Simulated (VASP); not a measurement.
Set up this calculation in VASP 6.6.1, as the native input.

```
Task                   : relaxation of cell and atoms
Functional             : r2SCAN
Potentials or basis    : VASP PAW PBE potentials, release 64 (Al, Ru_pv)
Cutoff                 : 600 eV
k mesh                 : 14 × 14 × 14
Occupations            : gaussian, width 0.1 eV
Spin                   : no spin polarisation
Target pressure        : 50 GPa
Dipole correction      : no
Further INCAR settings : ALGO = Normal; EDIFF = 1e-06; IBRION = 2; EDIFFG = -0.008; NSW = 70; ISIF = 3
```

The system is AlRu.

```
Al Ru
1.0
     2.82313    0.00000    0.00000
     0.00000    2.82313    0.00000
     0.00000    0.00000    2.82313
Al Ru
1 1
Direct
  0.00000 0.00000 0.00000
  0.50000 0.50000 0.50000
```

The input as run:

POSCAR

```
AlRu
1.0
    2.8231281966      0.0000000000      0.0000000000
    0.0000000000      2.8231281966      0.0000000000
    0.0000000000      0.0000000000      2.8231281966
Al Ru
1 1
Direct
    0.0000000000      0.0000000000      0.0000000000
    0.5000000000      0.5000000000      0.5000000000
```

INCAR.step1

```
SYSTEM = AlRu
PREC = Accurate ; ENCUT = 600
ISMEAR = 0 ; SIGMA = 0.1
LREAL = .FALSE. ; LASPH = .TRUE.
NELM = 100 ; GGA = PE
ALGO = Normal ; EDIFF = 1E-4
LWAVE = .TRUE. ; LCHARG = .FALSE.
```

INCAR.step2

```
SYSTEM = AlRu
PREC = Accurate ; ENCUT = 600
EDIFF = 1E-6 ; ISMEAR = 0
SIGMA = 0.1 ; LREAL = .FALSE.
LASPH = .TRUE. ; NELM = 100
ALGO = Normal ; ISIF = 3
LWAVE = .FALSE. ; LCHARG = .FALSE.
METAGGA = R2SCAN ; LMIXTAU = .TRUE.
IBRION = 2 ; NSW = 70
EDIFFG = -0.008 ; PSTRESS = 500.0
ISTART = 1
```

KPOINTS

```
regular mesh
0
G
  14 14 14
  0 0 0
```

Potentials or basis: VASP PAW PBE potentials, release 64 (Al, Ru_pv).

Launch:

```bash
$ cat potpaw_PBE.64/Al/POTCAR potpaw_PBE.64/Ru_pv/POTCAR > POTCAR
$ cp INCAR.step1 INCAR
$ mpirun -np 1 vasp_std > vasp.out
$ cp INCAR.step2 INCAR
$ mpirun -np 1 vasp_std > vasp.out
```

It gave:

| Quantity | Value |
| --- | --- |
| Relaxed volume | 11.32 Å³/atom |
| Relaxed cell | a = 2.829 Å, b = 2.829 Å, c = 2.829 Å, α = 90.00°, β = 90.00°, γ = 90.00° |
| Space group after relaxing (to 0.1 Å) | Pm-3m (No. 221) |
| Energy change on relaxing (the run minimises the enthalpy) | -22.1 meV/atom |
| Ionic steps | 3 |
| Pressure after relaxing | 49.9 GPa |
| Band gap on the k mesh | zero (an odd number of electrons rules out a gap without spin polarisation) |

Caveat: the cell is relaxed towards a set pressure, so the run minimises the enthalpy, not the energy; the PAW data sets were made with another functional, which shifts forces and pressure a little.

Wall time 2.8 min on 1 thread of Intel(R) Xeon(R) Platinum 8488C (Sapphire Rapids) (shared host), peak memory 0.18 GiB.
